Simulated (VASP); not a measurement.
# NiO (Fm-3m) in VASP: notebook, part 2 of 2

VASP 6.6.1.

### 3 Single point, RPBE, collinear spin, ferromagnetic start

This run uses another cell than the first one, of 9.08 Å³/atom.

Contents of INCAR:

```
PREC = Accurate
ENCUT = 520
EDIFF = 1E-6
ISMEAR = -1
SIGMA = 0.05
LREAL = F
LASPH = T
NELM = 150
ALGO = Normal
ISIF = 2
LWAVE = F
LCHARG = F
ISPIN = 2
MAGMOM = 1 0
LORBIT = 11
LMAXMIX = 4
GGA = RP
NBANDS = 19
```

Contents of KPOINTS:

```
Automatic mesh
0
Gamma
  11 11 11
```

Contents of POSCAR:

```
NiO
1.0
    0.0000000000      2.0859016414      2.0859016414
    2.0859016414      0.0000000000      2.0859016414
    2.0859016414      2.0859016414      0.0000000000
Ni O
1 1
Direct
    0.0000000000      0.0000000000      0.0000000000
    0.5000000000      0.5000000000      0.5000000000
```

Potentials or basis: VASP PAW PBE potentials, release 64 (Ni, O).

The run is started by

```console
$ cat potpaw_PBE.64/Ni/POTCAR potpaw_PBE.64/O/POTCAR > POTCAR
$ mpirun -np 1 vasp_std > vasp.out
```

OUTCAR:

```text
PREC = Accurate
   ENCUT = 520
   EDIFF = 1E-6
   ISMEAR = -1
   LREAL = F
   LASPH = T
   NELM = 150
   ISIF = 2
   ISPIN = 2
   LORBIT = 11
   GGA = RP

 ion  position               nearest neighbor table
   1  0.000  0.000  0.000-   2 2.09   2 2.09   2 2.09   2 2.09   2 2.09   2 2.09
   2  0.500  0.500  0.500-   1 2.09   1 2.09   1 2.09   1 2.09   1 2.09   1 2.09

  LATTYP: Found a face centered cubic cell.
 ALAT       =     4.1718032828

  Lattice vectors:

[... 1270 lines left out ...]
  in kB      129.3624454    129.3624454    129.3624454     -0.0000000      0.0000000      0.0000000
  external PRESSURE =     129.3624454 kB  Pullay stress =       0.0000000 kB

 VOLUME and BASIS-vectors are now :
 -----------------------------------------------------------------------------
  energy-cutoff  :      520.00
  volume of cell :       18.15
      direct lattice vectors                 reciprocal lattice vectors
     0.000000000  2.085901641  2.085901641    -0.239704495  0.239704495  0.239704495
     2.085901641  0.000000000  2.085901641     0.239704495 -0.239704495  0.239704495
     2.085901641  2.085901641  0.000000000     0.239704495  0.239704495 -0.239704495

 POSITION                                       TOTAL-FORCE (eV/Angst)
 -----------------------------------------------------------------------------------
      0.00000      0.00000      0.00000         0.000000      0.000000      0.000000
      2.08590      2.08590      2.08590        -0.000000     -0.000000     -0.000000
 -----------------------------------------------------------------------------------
    total drift:                                0.000000     -0.000000     -0.000000

  FREE ENERGIE OF THE ION-ELECTRON SYSTEM (eV)
  ---------------------------------------------------
  free  energy   TOTEN  =       -10.5792490208 eV

  energy  without entropy=      -10.5706712064  energy(sigma->0) =      -10.57496011

 total charge

# of ion       s       p       d       tot
------------------------------------------
    1        0.330   0.406   8.235   8.971
    2        1.561   3.441   0.000   5.002
--------------------------------------------------
tot          1.892   3.846   8.235  13.973

 magnetization (x)

# of ion       s       p       d       tot
------------------------------------------
    1        0.011   0.014   1.454   1.479
    2        0.028   0.247   0.000   0.275
--------------------------------------------------
tot          0.039   0.261   1.454   1.754
```

OSZICAR:

```text
N       E                     dE             d eps       ncg     rms          rms(c)
DAV:   1     0.851520981451E+02    0.85152E+02   -0.70181E+03  4536   0.103E+03
DAV:   2    -0.752685325019E+01   -0.92679E+02   -0.80945E+02  4371   0.235E+02
DAV:   3    -0.126267493242E+02   -0.50999E+01   -0.48104E+01  4888   0.555E+01
DAV:   4    -0.126733241258E+02   -0.46575E-01   -0.46510E-01  4705   0.521E+00
DAV:   5    -0.126740594421E+02   -0.73532E-03   -0.73523E-03  4900   0.645E-01    0.141E+01
DAV:   6    -0.117758630670E+02    0.89820E+00   -0.10247E+01  5586   0.561E+01    0.163E+01
DAV:   7    -0.105701623262E+02    0.12057E+01   -0.42489E+00  5421   0.461E+01    0.614E+00
DAV:   8    -0.105601222333E+02    0.10040E-01   -0.20863E-01  5478   0.815E+00    0.392E+00
DAV:   9    -0.105777460473E+02   -0.17624E-01   -0.52003E-02  5954   0.435E+00    0.136E+00
DAV:  10    -0.105774652931E+02    0.28075E-03   -0.13730E-02  6176   0.182E+00    0.508E-01
DAV:  11    -0.105793156265E+02   -0.18503E-02   -0.16893E-03  5123   0.536E-01    0.269E-01
DAV:  12    -0.105789928861E+02    0.32274E-03   -0.16179E-03  5489   0.113E+00    0.123E-01
DAV:  13    -0.105791817546E+02   -0.18887E-03   -0.27582E-04  4944   0.182E-01    0.109E-01
DAV:  14    -0.105792339660E+02   -0.52211E-04   -0.72820E-05  5554   0.202E-01    0.315E-02
DAV:  15    -0.105792460736E+02   -0.12108E-04   -0.19057E-05  5313   0.435E-02    0.203E-02
DAV:  16    -0.105792490453E+02   -0.29717E-05   -0.37987E-06  4858   0.517E-02    0.332E-03
DAV:  17    -0.105792490208E+02    0.24486E-07   -0.84237E-07  2610   0.127E-02
   1 F= -.10579249E+02 E0= -.10574960E+02  d E =-.857781E-02  mag=     1.7959
```

It took 62 s on 1 thread of Intel Xeon 8259CL, shared host; peak memory 0.17 GiB.

Results:

```yaml
Free_energy: -10.5792 eV
Pressure: 12.9 GPa
Net_moment: 1.80 μB per cell
Site_moments: Ni +1.48; O +0.28 μB
Valence_electrons_inside_the_program's_atomic_spheres: Ni 8.97; O 5.00
```

Caveat: the cell stands under pressure; the PAW data sets were made with another functional, which shifts forces and pressure a little; a cell with one magnetic atom can't hold antiferromagnetic order, which such compounds often take; semilocal functionals often make such compounds metallic where correlation or magnetic order opens a gap, which also shifts bond lengths. With open d or f shells a metallic result of RPBE can be an artefact of self-interaction; +U or a hybrid may open a gap.

### 4 Single point, PBE exchange alone, collinear spin, ferromagnetic start

This run uses another cell than the first one, of 9.08 Å³/atom.

Contents of INCAR:

```
SYSTEM = NiO
  AGGAC = 0.0
  ALDAC = 0.0
  ALGO = Normal
  EDIFF = 1E-6
  ENCUT = 520
  GGA = PE
  ISIF = 2
  ISMEAR = -1
  ISPIN = 2
  LASPH = .TRUE.
  LCHARG = .FALSE.
  LMAXMIX = 4
  LORBIT = 11
  LREAL = .FALSE.
  LWAVE = .FALSE.
  MAGMOM = 1 0
  NBANDS = 19
  NELM = 150
  PREC = Accurate
  SIGMA = 0.05
```

Contents of KPOINTS:

```
k-points
0
G
  11 11 11
  0 0 0
```

POSCAR is that of step 3.

The run is started by

```console
$ cat potpaw_PBE.64/Ni/POTCAR potpaw_PBE.64/O/POTCAR > POTCAR
$ mpirun -np 1 vasp_std > vasp.out
```

It took 59 s on 1 thread of Intel Xeon 8259CL, shared host; peak memory 0.17 GiB.

It converged, with:

```yaml
Free_energy: -8.9958 eV
Pressure: 32.7 GPa
Net_moment: 1.89 μB per cell
Site_moments: Ni +1.54; O +0.30 μB
Valence_electrons_inside_the_program's_atomic_spheres: Ni 8.98; O 5.01
```

Levels at points of the mesh, in eV from the Fermi level:
Spin up:
```
           k point  band 7  band 8  band 9  band 10  band 11  band 12
(0.00, 0.00, 0.00)   -2.89   -2.89   -2.89     1.74    18.55    19.17
```
Spin down:
| k point | band 5 | band 6 | band 7 | band 8 | band 9 | band 10 |
| --- | --- | --- | --- | --- | --- | --- |
| (0.00, 0.00, 0.00) | -1.92 | -1.92 | -1.92 | -0.42 | -0.42 | 2.18 |

Caveat: the cell stands under pressure; a cell with one magnetic atom can't hold antiferromagnetic order, which such compounds often take; semilocal functionals often make such compounds metallic where correlation or magnetic order opens a gap, which also shifts bond lengths.

### 5 Single point, RPBE, collinear spin, ferromagnetic start

This run uses another cell than the first one, of 9.26 Å³/atom.

Contents of INCAR:

```
PREC = Accurate
ENCUT = 520
EDIFF = 1E-6
ISMEAR = -1
SIGMA = 0.05
LREAL = False
LASPH = True
NELM = 150
ALGO = Normal
ISIF = 2
LWAVE = False
LCHARG = True
ISPIN = 2
MAGMOM = 1 0
LORBIT = 11
LMAXMIX = 4
GGA = RP
LELF = True
LVHAR = True
NBANDS = 19
```

Contents of KPOINTS:

```
Automatic mesh
0
Gamma
  11 11 11
```

Contents of POSCAR:

```
NiO
1.0
    0.0000000000      2.0997159621      2.0997159621
    2.0997159621      0.0000000000      2.0997159621
    2.0997159621      2.0997159621      0.0000000000
Ni O
1 1
Direct
    0.0000000000      0.0000000000      0.0000000000
    0.5000000000      0.5000000000      0.5000000000
```

The run is started by

```console
$ cat potpaw_PBE.64/Ni/POTCAR potpaw_PBE.64/O/POTCAR > POTCAR
$ mpirun -np 1 vasp_std > vasp.out
```

Wall time 69 s (1 thread of Intel Xeon 8259CL, shared host); peak memory 0.17 GiB.

It converged, with:

| Property | Result |
| --- | --- |
| Free energy | -10.6046 eV |
| Pressure | 8.9 GPa |
| Net moment | 1.84 μB per cell |
| Site moments | Ni +1.51; O +0.28 μB |
| Valence electrons inside the program's atomic spheres | Ni 8.93; O 4.99 |

Levels at points of the mesh, in eV from the Fermi level:
Spin up:
```csv
k point,band 6,band 7,band 8,band 9,band 10,band 11,band 12,band 13
"(0.00, 0.00, 0.00)",-2.89,-2.69,-2.69,-2.69,1.50,17.88,18.84,18.84
```
Spin down:
| k point | band 5 | band 6 | band 7 | band 8 | band 9 | band 10 |
| --- | --- | --- | --- | --- | --- | --- |
| (0.00, 0.00, 0.00) | -1.84 | -1.84 | -1.84 | -0.46 | -0.46 | 1.85 |

Caveat: the cell stands under pressure; the PAW data sets were made with another functional, which shifts forces and pressure a little; a cell with one magnetic atom can't hold antiferromagnetic order, which such compounds often take; semilocal functionals often make such compounds metallic where correlation or magnetic order opens a gap, which also shifts bond lengths. With open d or f shells a metallic result of RPBE can be an artefact of self-interaction; +U or a hybrid may open a gap.

### 6 Single point, PBE exchange alone, collinear spin, ferromagnetic start

This run uses another cell than the first one, of 9.26 Å³/atom.

Contents of INCAR:

```
PREC = Accurate ; ENCUT = 520
EDIFF = 1E-6 ; ISMEAR = -1
SIGMA = 0.05 ; LREAL = F
LASPH = T ; NELM = 150
ALGO = Normal ; ISIF = 2
LWAVE = F ; LCHARG = F
ISPIN = 2 ; MAGMOM = 1 0
LORBIT = 11 ; LMAXMIX = 4
GGA = PE ; ALDAC = 0.0
AGGAC = 0.0 ; NBANDS = 19
```

KPOINTS is that of step 5.

POSCAR is that of step 5.

Potentials or basis: VASP PAW PBE potentials, release 64 (Ni, O).

The run is started by

```console
$ cat potpaw_PBE.64/Ni/POTCAR potpaw_PBE.64/O/POTCAR > POTCAR
$ mpirun -np 1 vasp_std > vasp.out
```

It took 55 s on 1 thread of Intel Xeon 8259CL, shared host; peak memory 0.17 GiB.

It converged, with:

```yaml
Free_energy: -9.0651 eV
Pressure: 27.9 GPa
Net_moment: 1.91 μB per cell
Site_moments: Ni +1.56; O +0.31 μB
Valence_electrons_inside_the_program's_atomic_spheres: Ni 8.95; O 5.00
```

Levels at points of the mesh, in eV from the Fermi level:
Spin up:
```tsv
k point	band 6	band 7	band 8	band 9	band 10	band 11	band 12	band 13
(0.00, 0.00, 0.00)	-2.94	-2.85	-2.85	-2.85	1.64	18.50	19.03	19.03
```
Spin down:
| k point | band 4 | band 5 | band 6 | band 7 | band 8 | band 9 | band 10 | band 11 |
| --- | --- | --- | --- | --- | --- | --- | --- | --- |
| (0.00, 0.00, 0.00) | -2.26 | -1.86 | -1.86 | -1.86 | -0.36 | -0.36 | 2.08 | 18.40 |

Caveat: the cell stands under pressure; a cell with one magnetic atom can't hold antiferromagnetic order, which such compounds often take; semilocal functionals often make such compounds metallic where correlation or magnetic order opens a gap, which also shifts bond lengths.

### 7 Summary

```csv
level,cell,gap on the mesh (eV),pressure (GPa),moment (μB)
PBE exchange alone,"a = 2.930 Å, angles 60.0°, 2 atoms",none,38.1,1.85
RPBE,"a = 2.950 Å, angles 60.0°, 2 atoms",none,12.9,1.80
PBE exchange alone,"a = 2.950 Å, angles 60.0°, 2 atoms",none,32.7,1.89
RPBE,"a = 2.969 Å, angles 60.0°, 2 atoms",none,8.9,1.84
PBE exchange alone,"a = 2.969 Å, angles 60.0°, 2 atoms",none,27.9,1.91
```

Alike in all rows: task single point; potentials or basis VASP PAW PBE potentials, release 64 (Ni, O); spin collinear, ferromagnetic start; k mesh 11 × 11 × 11; cutoff (eV) 520; smearing fermi-dirac 0.05 eV.

Caveats: the cell stands under pressure; a cell with one magnetic atom can't hold antiferromagnetic order, which such compounds often take; semilocal functionals often make such compounds metallic where correlation or magnetic order opens a gap, which also shifts bond lengths; the PAW data sets were made with another functional, which shifts forces and pressure a little (at least some runs).

Absolute energies hang on the potentials; compare differences alone.
